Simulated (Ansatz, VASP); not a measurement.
LiCl: VASP beside Ansatz

```xyz
2
Lattice="-0.0392 2.6939 2.6939 2.6939 -0.0392 2.6939 2.6939 2.6939 -0.0392" Properties=species:S:1:pos:R:3 pbc="T T T"
Li   -0.0077   -0.0077   -0.0077
Cl    1.3448    1.3448    1.3448
```

Change from the starting cell: shear_111 strain -2.1%.

Alike in both runs: task single point; functional r2SCAN; k mesh 8 × 8 × 8; no spin polarisation.

|  | VASP | Ansatz |
| --- | --- | --- |
| version | VASP 6.6.1 | Ansatz 0.2.0 |
| potentials or method | VASP PAW PBE potentials, release 64 (Li_sv, Cl) | plane waves, PAW |
| plane-wave cutoff (eV) | 520 | 500 |
| occupations | gaussian, width 0.01 eV | fixed |
| valence electrons in the cell | 10 | 10 |

Ansatz gave:

| Item | Value |
| --- | --- |
| gap on the k mesh at the Fermi level (eV) | 6.73 |
| rms of the force components (eV/Å) | 0.002 |

**Question.** What did VASP give for the same quantities?

**Answer.** gap on the k mesh at the Fermi level (eV): 6.79; rms of the force components (eV/Å): 0.008.

VASP's potentials were made for PBE, not for r2SCAN. Atom by atom the forces differ by 0.010 eV/Å (rms over components).

Noted on VASP's run: the cutoff is short for stress, so the pressure is rough.
